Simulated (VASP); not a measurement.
AlN (nc), 2 atoms in the cell. It takes space group Fm-3m (No. 225, cubic). The conventional cell has a = 4.123 Å, b = 4.123 Å, c = 4.123 Å, α = 90.00°, β = 90.00°, γ = 90.00°. Within 2.7 Å of Al (site symmetry m-3m) lie 6 N at 2.06 Å. Within 2.7 Å of N (site symmetry m-3m) lie 6 Al at 2.06 Å.  This cell differs from its parent crystal: volume scaled by 1.06.

- Program: VASP 6.6.1
- Task: single point
- Functional: PBEsol
- Potentials or basis: VASP PAW PBE potentials, release 64 (Al, N)
- Cutoff: 600 eV
- k mesh: 10 × 10 × 10
- Occupations: gaussian, width 0.02 eV
- Spin: no spin polarisation
- Dipole correction: no
- Further INCAR settings: ALGO = Normal; EDIFF = 1e-06; NBANDS = 11

Potentials or basis: VASP PAW PBE potentials, release 64 (Al, N).

Launch:

```console
$ cat potpaw_PBE.64/Al/POTCAR potpaw_PBE.64/N/POTCAR > POTCAR
$ mpirun -np 1 vasp_std > vasp.out
```

Hardware: 1 thread of Intel Xeon 8259CL, with other jobs on the host.

How long does it take, and how much memory?

It took 13 s on 1 thread of Intel Xeon 8259CL, on a shared host, peak memory 0.14 GiB. Counts: scf iterations 12, k points 47.
